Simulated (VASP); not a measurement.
# Bi2Te3: single point with PBE

The system is Bi2Te3.

```
Bi Te
1.0
     2.19300    1.26613   10.16567
    -2.19300    1.26613   10.16567
     0.00000   -2.53226   10.16567
Bi Te
2 3
Direct
  0.40000 0.40000 0.40000
  0.60000 0.60000 0.60000
  0.00000 0.00000 0.00000
  0.20950 0.20950 0.20950
  0.79050 0.79050 0.79050
```

| Item | Value |
| --- | --- |
| Program | VASP 6.6.1 |
| Task | single point |
| Functional | PBE |
| Potentials or basis | VASP PAW PBE potentials, release 64 (Bi_d, Te) |
| Cutoff | 500 eV |
| k mesh | 6 × 6 × 6 |
| Occupations | gaussian, width 0.01 eV |
| Spin | no spin polarisation |
| Dipole correction | no |
| Further INCAR settings | ALGO = Normal; EDIFF = 1e-06; NBANDS = 32 |

* Pressure: 1.9 GPa
* Largest force: 0.025 eV/Å
* Band gap on the k mesh: 0.28 eV

Forces in eV/Å, atoms in the order of the input:
```
Bi   0.000  0.000  0.016
Bi   0.000  0.000 -0.016
Te   0.000  0.000  0.000
Te   0.000  0.000  0.025
Te   0.000  0.000 -0.025
```

Stress tensor (GPa, compression positive):
```
1.95 0.00 0.00
0.00 1.95 0.00
0.00 0.00 1.77
```

Levels at points of the mesh, in eV from the valence-band top:
| k point | band 21 | band 22 | band 23 | band 24 | band 25 | band 26 | band 27 | band 28 |
| --- | --- | --- | --- | --- | --- | --- | --- | --- |
| (0.00, 0.00, 0.00) | -1.71 | -0.87 | -0.87 | 0.00 | 0.28 | 0.65 | 0.65 | 1.96 |
| (0.50, 0.00, 0.00) | -2.92 | -2.42 | -0.92 | -0.51 | 0.57 | 1.05 | 2.74 | 2.77 |
| (0.50, 0.50, 0.00) | -2.00 | -1.82 | -1.56 | -0.96 | 0.85 | 1.51 | 2.05 | 2.64 |
| (0.50, 0.50, 0.50) | -1.42 | -1.16 | -1.16 | -0.44 | 0.83 | 1.13 | 1.13 | 1.64 |

It took 17 min on 1 thread of Intel(R) Xeon(R) Platinum 8375C CPU @ 2.90GHz (Ice Lake), on a shared host, peak memory 0.92 GiB.

Caveat: spin-orbit coupling is left out, which moves the levels of the heavy elements. A k mesh can miss the band edges.
